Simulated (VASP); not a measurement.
Wanted: the native input for a VASP 6.6.1 run.

* Task: single point
* Functional: PBE
* Potentials or basis: VASP PAW PBE potentials, release 64 (Ga_d, As)
* Cutoff: 520 eV
* k mesh: 6 × 6 × 6
* Occupations: gaussian, width 0.01 eV
* Spin: no spin polarisation
* Dipole correction: no
* Further INCAR settings: ALGO = Normal; EDIFF = 1e-06; NBANDS = 16

The structure of GaAs lies in POSCAR:

```
GaAs
1.0
    0.0000000000      2.8268500000      2.8268500000
    2.8268500000      0.0000000000      2.8268500000
    2.8268500000      2.8268500000      0.0000000000
Ga As
1 1
Direct
    0.0000000000      0.0000000000      0.0000000000
    0.2500000000      0.2500000000      0.2500000000
```

One way to write it, as run:

INCAR

```
ALGO = Normal
EDIFF = 1E-6
ENCUT = 520
GGA = PE
ISIF = 2
ISMEAR = 0
LASPH = True
LCHARG = False
LREAL = False
LWAVE = False
NBANDS = 16
NELM = 80
PREC = Accurate
SIGMA = 0.01
```

KPOINTS

```
k-points
0
Gamma
  6 6 6
```

Potentials or basis: VASP PAW PBE potentials, release 64 (Ga_d, As).

Command:

```console
$ cat potpaw_PBE.64/Ga_d/POTCAR potpaw_PBE.64/As/POTCAR > POTCAR
$ mpirun -np 1 vasp_std > vasp.out
```

Results of the run:

The pressure is 3.4 GPa and the band gap on the k mesh is 0.52 eV, direct.

Wall time 8.5 s on 1 thread of Intel(R) Xeon(R) Platinum 8488C (Sapphire Rapids), with other jobs on the host, peak memory 0.16 GiB.
